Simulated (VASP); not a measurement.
# InSb (I-4m2) in VASP: notebook

Runs on InSb. Level: PBEsol. Tasks: single point.

Everything below comes from runs of VASP 6.6.1. Logs are shortened: lines on timing, memory, paths and dates and some standing lists are left out, and cuts for length are marked.

### 1 The cell of the first run

Symmetry: I-4m2, No. 119, tetragonal system. The conventional cell has a = 4.581 Å, b = 4.581 Å, c = 5.830 Å, α = 90.00°, β = 90.00°, γ = 90.00°. Within 3.6 Å of In (site symmetry -4m2) lie 4 Sb at 2.71 Å. Sb (site symmetry -4m2) has 4 In at 2.71 Å within 3.6 Å.

### 2 Single point, PBEsol (strain -0.1000 x Voigt [1, 0, 0, 0, 0, 0])

Contents of INCAR:

```
SYSTEM = InSb
PREC = Accurate
ENCUT = 520
EDIFF = 1E-6
ISMEAR = 0
SIGMA = 0.15
LREAL = .False.
LASPH = .True.
NELM = 60
ALGO = Normal
ISIF = 2
LWAVE = .False.
LCHARG = .False.
GGA = PS
NBANDS = 16
```

Contents of KPOINTS:

```
Automatic mesh
0
Gamma
  12 12 12
  0 0 0
```

Contents of POSCAR:

```
InSb
1.0
    0.0000000000      3.2391000000      3.2391000000
    2.9151900000      0.0000000000      3.2391000000
    2.9151900000      3.2391000000      0.0000000000
In Sb
1 1
Direct
    0.0000000000      0.0000000000      0.0000000000
    0.7500000000      0.7500000000      0.7500000000
```

Potentials or basis: VASP PAW PBE potentials, release 64 (In_d, Sb).

Started as:

```sh
$ cat potpaw_PBE.64/In_d/POTCAR potpaw_PBE.64/Sb/POTCAR > POTCAR
$ mpirun -np 1 vasp_std > vasp.out
```

OUTCAR:

```text
SYSTEM = InSb
   PREC = Accurate
   ENCUT = 520
   EDIFF = 1E-6
   ISMEAR = 0
   LREAL = .False.
   LASPH = .True.
   NELM = 60
   ISIF = 2
   GGA = PS

 ion  position               nearest neighbor table
   1  0.000  0.000  0.000-   2 2.71   2 2.71   2 2.71   2 2.71
   2  0.750  0.750  0.750-   1 2.71   1 2.71   1 2.71   1 2.71

  LATTYP: Found a body centered tetragonal cell.
 ALAT       =     4.5807791499
 C/A-ratio  =     1.2727922061

  Lattice vectors:

 A1 = (  -2.9151900000,   0.0000000000,  -3.2391000000)
 A2 = (  -2.9151900000,   0.0000000000,   3.2391000000)
 A3 = (   2.9151900000,   3.2391000000,   0.0000000000)

Analysis of symmetry for initial positions (statically):
=====================================================================
 Subroutine PRICEL returns:
 Original cell was already a primitive cell.

 Routine SETGRP: Setting up the symmetry group for a
 body centered tetragonal supercell.

 Subroutine GETGRP returns: Found  8 space group operations
 (whereof  8 operations were pure point group operations)
 out of a pool of 16 trial point group operations.

The static configuration has the point symmetry D_2d.

Analysis of symmetry for dynamics (positions and initial velocities):
=====================================================================
 Subroutine PRICEL returns:
 Original cell was already a primitive cell.

 Routine SETGRP: Setting up the symmetry group for a
 body centered tetragonal supercell.

 Subroutine GETGRP returns: Found  8 space group operations
 (whereof  8 operations were pure point group operations)
 out of a pool of 16 trial point group operations.

The dynamic configuration has the point symmetry D_2d.

 Subroutine INISYM returns: Found  8 space group operations
 (whereof  8 operations are pure point group operations),
 and found     1 'primitive' translations

----------------------------------------------------------------------------------------

                                     Primitive cell

  volume of cell :      61.1710

  direct lattice vectors                    reciprocal lattice vectors
     0.000000000  3.239100000  3.239100000    -0.171515407  0.154363867  0.154363867
     2.915190000  0.000000000  3.239100000     0.171515407 -0.154363867  0.154363867
     2.915190000  3.239100000  0.000000000     0.171515407  0.154363867 -0.154363867

  length of vectors
     4.580779150  4.357763365  4.357763365     0.277621940  0.277621940  0.277621940

  position of ions in fractional coordinates (direct lattice)
     0.000000000  0.000000000  0.000000000
     0.750000000  0.750000000  0.750000000

  ion indices of the primitive-cell ions
   primitive index   ion index
                 1           1
                 2           2

----------------------------------------------------------------------------------------

 KPOINTS: Automatic mesh

Automatic generation of k-mesh.
 Grid dimensions read from file:
 generate k-points for:   12   12   12

 Generating k-lattice:

  Cartesian coordinates                     Fractional coordinates (reciprocal lattice)
    -0.014292951  0.012863656  0.012863656     0.083333333  0.000000000  0.000000000
     0.014292951 -0.012863656  0.012863656     0.000000000  0.083333333 -0.000000000
     0.014292951  0.012863656 -0.012863656     0.000000000 -0.000000000  0.083333333

  Length of vectors
     0.023135162  0.023135162  0.023135162

  Shift w.r.t. Gamma in fractional coordinates (k-lattice)
     0.000000000  0.000000000  0.000000000

 Subroutine IBZKPT returns following result:
 ===========================================

 Found    163 irreducible k-points:

 Following reciprocal coordinates:
            Coordinates               Weight
  0.000000  0.000000  0.000000      1.000000
  0.083333  0.000000  0.000000      8.000000
  0.166667  0.000000  0.000000      8.000000
  0.250000  0.000000  0.000000      8.000000
  0.333333  0.000000  0.000000      8.000000
  0.416667  0.000000  0.000000      8.000000
[... 16 lines left out ...]
  0.500000  0.166667  0.000000     16.000000
 -0.416667  0.166667  0.000000     16.000000
 [... further k-points ...]
   k-points           NKPTS =    163   k-points in BZ     NKDIM =    163   number of bands    NBANDS=     16
   number of dos      NEDOS =    301   number of ions     NIONS =      2
   total plane-waves  NPLWV =  36864
   dimension x,y,z NGX =    36 NGY =   32 NGZ =   32
   dimension x,y,z NGXF=    72 NGYF=   64 NGZF=   64
   ions per type =               1   1
   NGX,Y,Z   is equivalent  to a cutoff of  13.07, 12.21, 12.21 a.u.
   NGXF,Y,Z  is equivalent  to a cutoff of  26.13, 24.42, 24.42 a.u.
 SYSTEM =  InSb
   PREC   = accura    normal or accurate (medium, high low for compatibility)
   ISTART =      0    job   : 0-new  1-cont  2-samecut
   ICHARG =      2    charge: 1-file 2-atom 10-const
   ISPIN  =      1    spin polarized calculation?
   LNONCOLLINEAR =      F non collinear calculations
   LSORBIT =      F    spin-orbit coupling
   LASPH  =      T    aspherical Exc in radial PAW
   ENCUT  =  520.0 eV  38.22 Ry    6.18 a.u.   8.52  8.10  8.10*2*pi/ulx,y,z
   NELM   =     60;   NELMIN=  2; NELMDL= -5     # of ELM steps
   EDIFF  = 0.1E-05   stopping-criterion for ELM
   LREAL  =      F    real-space projection
   EDIFFG = 0.1E-04   stopping-criterion for IOM
   NSW    =      0    number of steps for IOM
   IBRION =     -1    ionic relax: 0-MD 1-quasi-New 2-CG
   NFREE  =      0    steps in history (QN), initial steepest desc. (CG)
   ISIF   =      2    stress and relaxation
   ISYM   =      2    0-nonsym 1-usesym 2-fastsym
   POTIM  = 0.5000    time-step for ionic-motion
   TEBEG  =    0.0;   TEEND  =   0.0 temperature during run
   PSTRESS=    0.0 pullay stress
   NELECT =      18.0000    total number of electrons
   NUPDOWN=      -1.0000    fix difference up-down
   EMIN   =  10.00;   EMAX   =-10.00  energy-range for DOS
   EFERMI =   0.00;   METHOD = LEGACY
   ISMEAR =     0;   SIGMA  =   0.15  broadening in eV -4-tet -1-fermi 0-gaus
   EFERMI_NEDOS =   21; number of points for ismear=-14 and -15
   IALGO  =     38    algorithm
   IMIX   =      4    mixing-type and parameters
     AMIX     =   0.40;   BMIX     =  1.00
     AMIX_MAG =   1.60;   BMIX_MAG =  1.00
  volume/ion in A,a.u.               =      30.59       206.40
  Fermi-wavevector in a.u.,A,eV,Ry     =   1.088889  2.057703 16.132160  1.185680
  Thomas-Fermi vector in A             =   2.225081
   LORBIT       =      0    0 simple, 1 ext, 2 COOP (PROOUT), +10 PAW based schemes
   GGA     = PS    functional components
   LHFCALC =     F    Hartree Fock is set to
   AEXX    =    0.0000 exact exchange contribution
   IVDW    =     0    specifies the selected vdW correction
   LEPSILON=     F    determine dielectric tensor
   LRPA    =     F    only Hartree local field effects (RPA)
 non-spin polarized calculation
 Gauss-broadening in eV      SIGMA  =   0.15
  energy-cutoff  :      520.00
  volume of cell :       61.17
 maximum number of plane-waves:      1664
 NGX is ok and might be reduce to    36
   NGX = 17   NGY = 17   NGZ = 17

 number of electron      18.0000000 magnetization

 Free energy of the ion-electron system (eV)
  ---------------------------------------------------
  ext. energy  EPLUGINS =         0.00000000
  ---------------------------------------------------
  free energy    TOTEN  =        -7.50991160 eV

  energy without entropy =       -7.50970020  energy(sigma->0) =       -7.50980590

 E-fermi :   6.4409     XC(G=0):  -9.3391

 val. band max:        6.2091704562   @ k =   0.0833   0.0000   0.0000
 cond. band min:       6.4538282913   @ k =   0.0000   0.0000   0.0000
 fundamental gap:      0.2446578351
 Fermi energy:         6.4408583989

 k-point     1 :       0.0000    0.0000    0.0000
  band No.  band energies     occupation
      1      -8.6699      2.00000
      2      -8.6699      2.00000
      3      -8.6521      2.00000
      4      -8.5523      2.00000
      5      -8.5445      2.00000
      6      -5.3047      2.00000
[... 8 lines left out ...]
     15      13.8323      0.00000
     16      14.3045      0.00000

 k-point     2 :       0.0833    0.0000    0.0000
  band No.  band energies     occupation
      1      -8.6727      2.00000
      2      -8.6676      2.00000
      3      -8.6525      2.00000
      4      -8.5526      2.00000
      5      -8.5443      2.00000
      6      -5.2305      2.00000
[... 8 lines left out ...]
     15      13.3619      0.00000
     16      13.8386      0.00000

 k-point     3 :       0.1667    0.0000    0.0000
  band No.  band energies     occupation
      1      -8.6845      2.00000
      2      -8.6618      2.00000
      3      -8.6495      2.00000
      4      -8.5535      2.00000
      5      -8.5435      2.00000
      6      -5.0126      2.00000
[... 8 lines left out ...]
     15      13.1049      0.00000
     16      13.8347      0.00000

 k-point     4 :       0.2500    0.0000    0.0000
  band No.  band energies     occupation
      1      -8.7028      2.00000
      2      -8.6546      2.00000
      3      -8.6431      2.00000
      4      -8.5544      2.00000
      5      -8.5415      2.00000
      6      -4.6686      2.00000
[... 8 lines left out ...]
     15      13.3827      0.00000
     16      14.0740      0.00000

 k-point     5 :       0.3333    0.0000    0.0000
  band No.  band energies     occupation
      1      -8.7213      2.00000
      2      -8.6485      2.00000
      3      -8.6365      2.00000
      4      -8.5549      2.00000
      5      -8.5383      2.00000
      6      -4.2401      2.00000
[... 8 lines left out ...]
     15      14.1628      0.00000
     16      14.2449      0.00000

 k-point     6 :       0.4167    0.0000    0.0000
  band No.  band energies     occupation
      1      -8.7347      2.00000
      2      -8.6448      2.00000
      3      -8.6319      2.00000
      4      -8.5548      2.00000
      5      -8.5353      2.00000
      6      -3.8281      2.00000
[... 8 lines left out ...]
     15      15.0025      0.00000
     16      15.2354      0.00000

 k-point     7 :       0.5000    0.0000    0.0000
  band No.  band energies     occupation
      1      -8.7396      2.00000
      2      -8.6436      2.00000
      3      -8.6303      2.00000
      4      -8.5547      2.00000
      5      -8.5340      2.00000
      6      -3.6392      2.00000
[... 8 lines left out ...]
     15      15.3947      0.00000
     16      16.0573      0.00000

 k-point     8 :       0.0833    0.0833    0.0000
  band No.  band energies     occupation
      1      -8.6784      2.00000
      2      -8.6651      2.00000
      3      -8.6488      2.00000
      4      -8.5520      2.00000
      5      -8.5448      2.00000
      6      -5.2118      2.00000
[... 8 lines left out ...]
     15      12.7788      0.00000
     16      14.4425      0.00000

 k-point     9 :       0.1667    0.0833    0.0000
  band No.  band energies     occupation
      1      -8.6885      2.00000
      2      -8.6596      2.00000
      3      -8.6454      2.00000
      4      -8.5523      2.00000
      5      -8.5448      2.00000
      6      -5.0473      2.00000
[... 8 lines left out ...]
     15      13.0708      0.00000
     16      14.0277      0.00000
[... 172 lines left out ...]
 k-point    19 :       0.1667    0.1667    0.0000
  band No.  band energies     occupation
      1      -8.7003      2.00000
      2      -8.6524      2.00000
      3      -8.6394      2.00000
      4      -8.5531      2.00000
      5      -8.5450      2.00000
      6      -4.9379      2.00000
[... 8 lines left out ...]
     15      13.5005      0.00000
     16      14.7459      0.00000

 k-point    20 :       0.2500    0.1667   -0.0000
  band No.  band energies     occupation
      1      -8.7136      2.00000
      2      -8.6452      2.00000
      3      -8.6334      2.00000
      4      -8.5548      2.00000
      5      -8.5441      2.00000
      6      -4.6915      2.00000
[... 8 lines left out ...]
     15      14.1250      0.00000
     16      14.7636      0.00000

 k-point    21 :       0.3333    0.1667    0.0000
  band No.  band energies     occupation
      1      -8.7267      2.00000
      2      -8.6401      2.00000
      3      -8.6277      2.00000
      4      -8.5558      2.00000
      5      -8.5428      2.00000
      6      -4.3298      2.00000
[... 8 lines left out ...]
     15      14.3827      0.00000
     16      15.3118      0.00000

 k-point    22 :       0.4167    0.1667   -0.0000
  band No.  band energies     occupation
      1      -8.7378      2.00000
      2      -8.6375      2.00000
      3      -8.6234      2.00000
      4      -8.5559      2.00000
      5      -8.5411      2.00000
      6      -3.9056      2.00000
[... 8 lines left out ...]
     15      14.9099      0.00000
     16      15.7195      0.00000

 k-point    23 :       0.5000    0.1667    0.0000
  band No.  band energies     occupation
      1      -8.7445      2.00000
      2      -8.6365      2.00000
      3      -8.6218      2.00000
      4      -8.5559      2.00000
      5      -8.5392      2.00000
      6      -3.5442      2.00000
[... 8 lines left out ...]
     15      15.0276      0.00000
     16      15.8274      0.00000

 k-point    24 :      -0.4167    0.1667    0.0000
  band No.  band energies     occupation
      1      -8.7450      2.00000
      2      -8.6369      2.00000
      3      -8.6233      2.00000
      4      -8.5569      2.00000
      5      -8.5379      2.00000
      6      -3.4600      2.00000
[... 8 lines left out ...]
     15      14.7111      0.00000
     16      15.1806      0.00000

 [... further k-points ...]

------------------------ aborting loop because EDIFF is reached ----------------------------------------

  FORCE on cell =-STRESS in cart. coord.  units (eV):
  Direction    XX          YY          ZZ          XY          YZ          ZX
  --------------------------------------------------------------------------------------
  -------------------------------------------------------------------------------------
  Total        3.1001151      2.4012636      2.4012636      0.0000000      0.0000000      0.0000000
  in kB       81.1975307     62.8933675     62.8933675      0.0000000      0.0000000      0.0000000
  external PRESSURE =      68.9947552 kB  Pullay stress =       0.0000000 kB

 VOLUME and BASIS-vectors are now :
 -----------------------------------------------------------------------------
  energy-cutoff  :      520.00
  volume of cell :       61.17
      direct lattice vectors                 reciprocal lattice vectors
     0.000000000  3.239100000  3.239100000    -0.171515407  0.154363867  0.154363867
     2.915190000  0.000000000  3.239100000     0.171515407 -0.154363867  0.154363867
     2.915190000  3.239100000  0.000000000     0.171515407  0.154363867 -0.154363867

 POSITION                                       TOTAL-FORCE (eV/Angst)
 -----------------------------------------------------------------------------------
      0.00000      0.00000      0.00000        -0.000000      0.000000      0.000000
      4.37279      4.85865      4.85865         0.000000     -0.000000     -0.000000
 -----------------------------------------------------------------------------------
    total drift:                               -0.000004     -0.000001     -0.000001

  FREE ENERGIE OF THE ION-ELECTRON SYSTEM (eV)
  ---------------------------------------------------
  free  energy   TOTEN  =        -7.5099115964 eV

  energy  without entropy=       -7.5097001998  energy(sigma->0) =       -7.50980590
```

Wall time 2.9 min (1 thread of Intel Xeon 8259CL, shared host); peak memory 0.31 GiB.

What came out:

* Free energy: -7.5099 eV
* Pressure: 6.9 GPa

Caveat: the cell differs from its parent crystal (strain -0.1000 x Voigt [1, 0, 0, 0, 0, 0]); the cell stands under pressure; the PAW data sets were made with another functional, which shifts forces and pressure a little; spin-orbit coupling is left out, which moves the levels of the heavy elements.

### 3 Single point, PBEsol (strain -0.0750 x Voigt [1, 0, 0, 0, 0, 0])

Contents of INCAR:

```
ALGO     = Normal         # electronic algorithm
EDIFF    = 1E-6           # SCF threshold, eV
ENCUT    = 520            # plane-wave cutoff, eV
GGA      = PS             # functional
ISIF     = 2              # what is computed and relaxed
ISMEAR   = 0              # smearing method
LASPH    = T              # aspherical terms in the spheres
LCHARG   = F              # write CHGCAR
LREAL    = F              # projectors in reciprocal space
LWAVE    = F              # write WAVECAR
NBANDS   = 16             # bands
NELM     = 80             # most SCF steps
PREC     = Accurate       # precision mode
SIGMA    = 0.15           # smearing width, eV
```

Contents of KPOINTS:

```
k-points
0
Gamma
  12 12 12
```

Contents of POSCAR:

```
InSb
1.0
    0.0000000000      3.2391000000      3.2391000000
    2.9961675000      0.0000000000      3.2391000000
    2.9961675000      3.2391000000      0.0000000000
In Sb
1 1
Direct
    0.0000000000      0.0000000000      0.0000000000
    0.7500000000      0.7500000000      0.7500000000
```

Potentials or basis: VASP PAW PBE potentials, release 64 (In_d, Sb).

Started as:

```sh
$ cat potpaw_PBE.64/In_d/POTCAR potpaw_PBE.64/Sb/POTCAR > POTCAR
$ mpirun -np 1 vasp_std > vasp.out
```

Wall time 3.6 min (1 thread of Intel Xeon 8259CL, shared host); peak memory 0.33 GiB.

The run converged. Its results:

- Free energy: -7.5862 eV
- Pressure: 5.1 GPa
- Band gap on the k mesh: 0.08 eV

Stress tensor (GPa, compression positive):
```
6.19 0.00 0.00
0.00 4.58 0.00
0.00 0.00 4.58
```

Levels at points of the mesh, in eV from the valence-band top:
```csv
k point,band 6,band 7,band 8,band 9,band 10,band 11,band 12,band 13
"(0.00, 0.00, 0.00)",-11.43,-0.29,-0.29,0.00,0.08,2.67,2.84,2.84
"(0.50, 0.00, 0.00)",-9.84,-6.21,-1.56,-1.04,0.37,3.40,3.94,5.79
"(0.50, 0.50, 0.00)",-9.22,-6.59,-2.58,-2.52,1.10,1.25,8.00,8.28
"(0.00, 0.50, 0.50)",-8.96,-6.20,-2.99,-2.99,0.64,0.68,8.44,8.44
```

Caveat: the cell differs from its parent crystal (strain -0.0750 x Voigt [1, 0, 0, 0, 0, 0]); the cell stands under pressure; the PAW data sets were made with another functional, which shifts forces and pressure a little; spin-orbit coupling is left out, which moves the levels of the heavy elements. A k mesh can miss the band edges.
